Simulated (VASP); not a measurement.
# Al: single point with LDA

The system is Al.

```
Al
1.0
     2.65530    0.00000    0.00000
    -1.32765    2.29956    0.00000
     0.00000    0.00000    5.06110
Al
2
Direct
  0.66667 0.33333 0.75000
  0.33333 0.66667 0.25000
```

This isn't the form of Al at room conditions, which is fcc.

```
Program             : VASP 6.6.1
Task                : single point
Functional          : LDA
Potentials or basis : VASP PAW LDA potentials, release 64 (Al)
Cutoff              : 520 eV
k mesh              : 18 × 18 × 10
Occupations         : gaussian, width 0.15 eV
Spin                : no spin polarisation
```

```yaml
Pressure: 5.6 GPa
Band_gap_on_the_k_mesh: zero (bands 3 and 4 overlap by 5.66 eV)
```

Stress tensor (GPa, compression positive):
```
10.19  0.00  0.00
 0.00 10.19  0.00
 0.00  0.00 -3.45
```

Levels at points of the mesh, in eV from the Fermi level:
```tsv
k point	band 1	band 2	band 3	band 4	band 5	band 6
(0.00, 0.00, 0.00)	-11.51	-6.28	-5.45	9.55	10.06	13.37
(0.50, 0.00, 0.00)	-4.83	-4.69	-0.02	0.79	0.94	1.44
(0.00, 0.00, 0.50)	-10.09	-10.09	0.92	0.92	14.06	14.06
(0.50, 0.00, 0.50)	-3.83	-3.83	-2.83	-2.83	7.06	7.06
```

Run time: 54 s on 1 thread of Intel Xeon 8259CL, with other jobs on the host, peak memory 0.17 GiB.

Caveat: the cell stands under pressure.
